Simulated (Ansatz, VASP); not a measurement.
# Two plane-wave programs on Ni

The input INCAR:

```
PREC = Accurate ; ENCUT = 520
EDIFF = 1E-7 ; ISMEAR = -1
SIGMA = 0.05 ; LREAL = F
LASPH = T ; NELM = 150
ALGO = Normal ; ISIF = 2
LWAVE = F ; LCHARG = T
ISPIN = 2 ; MAGMOM = 0.668 0.71 0.71
LORBIT = 11 ; LMAXMIX = 4
GGA = RE ; LELF = T
LVHAR = T ; NBANDS = 26
```

Contents of KPOINTS:

```
Automatic mesh
0
Gamma
  10 10 14
```

The input POSCAR:

```
Ni
1.0
    4.0187318727      0.0000000000      0.0000000000
   -2.0093659364      3.4803238928      0.0000000000
    0.0000000000      0.0000000000      2.4363582151
Ni
3
Direct
    0.0000000000      0.0000000000      0.0000000000
    0.3333333333      0.6666666667      0.5000000000
    0.6666666667      0.3333333333      0.5000000000
```

Input for Ansatz:

```yaml
crystal:
  lattice:
    - [4.0187318727, 0.0, 0.0]
    - [-2.0093659364, 3.4803238928, 0.0]
    - [0.0, 0.0, 2.4363582151]
  atoms:
    - { symbol: Ni, position: [0.0, 0.0, 0.0], spin: 0.668 }
    - { symbol: Ni, position: [0.3333333333, 0.6666666667, 0.5], spin: 0.71 }
    - { symbol: Ni, position: [0.6666666667, 0.3333333333, 0.5], spin: 0.71 }
hamiltonian:
  xc: revpbe
  pseudopotentials:
    kind: paw
    azcp:
      Ni: "pseudopotentials/Ni.paw.azcp"
basis:
  ecutwfc: 420
  fft_grid_basis: typed
kpoints:
  mp_grid: { grid: [10, 10, 14], shift: [0, 0, 0] }
magnetization:
  spin_polarized: true
scf:
  occupations: { method: fermi_dirac, width: 0.05 }
  lower_state_search: "off"
output:
  stress: true
```

Alike in both runs: task single point; functional revPBE; k mesh 10 × 10 × 14; occupations fermi-dirac, width 0.05 eV; collinear spin.

```csv
,VASP,Ansatz
version,VASP 6.6.1,Ansatz 0.2.0
potentials or method,"VASP PAW PBE potentials, release 64 (Ni), cutoff 520 eV","plane waves (420 eV) with PAW, scalar-relativistic"
valence electrons in the cell,30,54
```

|  | VASP | Ansatz | Ansatz less VASP |
| --- | --- | --- | --- |
| pressure (GPa) | 0.0 | -0.1 | -0.12 |
| traceless stress, the component that is largest in VASP (GPa) | -0.13 | -0.03 | +0.107 |
| net moment per atom (μB) | 0.62 | 0.63 | +0.013 |
| size of the moment on the site where the two differ most (μB) | 0.59 | 0.63 | +0.043 |

VASP's potentials were made for PBE, not for revPBE. Site moments also hang on the region over which each program counts them. VASP's potentials hold 30 valence electrons a cell and Ansatz's 54, so a difference there can come from the potentials and not from the codes.
